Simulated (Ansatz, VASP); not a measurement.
**SnSb2C3 in VASP and in Ansatz**

```xyz
6
Lattice="6.0246 0.0000 0.0000 -3.0123 5.2174 0.0000 0.0000 0.0000 3.1388" Properties=species:S:1:pos:R:3 pbc="T T T"
Sn    0.0000    0.0000    0.0000
Sb    0.0000    3.4783    0.0000
Sb    3.0123    1.7391    0.0000
C     3.0123    0.0000    1.5694
C     1.5061    2.6087    1.5694
C    -1.5061    2.6087    1.5694
```

Change from the starting cell: species swapped into the HoCo3B2 type (P6/mmm, No. 191).

Alike in both runs: functional PBE; k mesh 6 × 6 × 12; occupations gaussian, width 0.1 eV; no spin polarisation.

Ansatz relaxed the structure, and its values are those at the end. VASP's run is a single point on that final structure, the one shown.

|  | VASP | Ansatz |
| --- | --- | --- |
| version | VASP 6.6.1 | Ansatz 0.2.0 |
| potentials or method | VASP PAW PBE potentials, release 64 (Sn_d, Sb, C), cutoff 520 eV | scalar-relativistic, plane waves, PAW |
| valence electrons in the cell | 36 | 56 |

```csv
,VASP,Ansatz,Ansatz less VASP
gap on the k mesh at the Fermi level (eV),none,none,-
pressure (GPa),-0.1,0.0,+0.07
```

A gap of «none» marks a metal or a gap that the smearing closes. VASP's potentials hold 36 valence electrons a cell and Ansatz's 56, so a difference there can come from the potentials and not from the codes.

Neither program's run includes spin-orbit coupling.
